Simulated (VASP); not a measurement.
**WS2: single point with PBEsol**

Crystal: WS2.

```
W S
1.0
     1.57900    0.91164    6.16333
    -1.57900    0.91164    6.16333
     0.00000   -1.82327    6.16333
W S
1 2
Direct
  0.00000 0.00000 0.00000
  0.58100 0.58100 0.58100
  0.75030 0.75030 0.75030
```

```
Program                : VASP 6.6.1
Task                   : single point
Functional             : PBEsol
Potentials or basis    : VASP PAW PBE potentials, release 64 (W_sv, S)
Cutoff                 : 520 eV
k mesh                 : 7 × 7 × 7
Occupations            : fermi-dirac, width 0.05 eV
Spin                   : non-collinear spin, zero start, spin-orbit coupling
Starting moments       : [[0.0, 0.0, 0.0], [0.0, 0.0, 0.0], [0.0, 0.0, 0.0]] μB
Dipole correction      : no
Further INCAR settings : ALGO = Normal; EDIFF = 1e-06; NBANDS = 39
```

| Property | Result |
| --- | --- |
| Pressure | -0.3 GPa |
| Largest force | 0.598 eV/Å |
| Net moment | 0.00 μB per cell |
| Valence electrons inside the program's atomic spheres | W 12.08; S 3.69, 3.71 |

Forces in eV/Å, atoms in the order of the input:
```
W    0.000  0.000 -0.598
S    0.000  0.000  0.324
S    0.000  0.000  0.274
```

Stress tensor (GPa, compression positive):
```
-0.61  0.00  0.00
 0.00 -0.61  0.00
 0.00  0.00  0.38
```

Moments on the atoms (μB; x, y, z):
```
W   0.00 0.00 0.00
S   0.00 0.00 0.00
S   0.00 0.00 0.00
```

Run time: 9.2 min on 1 thread of Intel(R) Xeon(R) 6975P-C (Granite Rapids) (shared host), peak memory 0.82 GiB.

Caveat: the PAW data sets were made with another functional, which shifts forces and pressure a little.
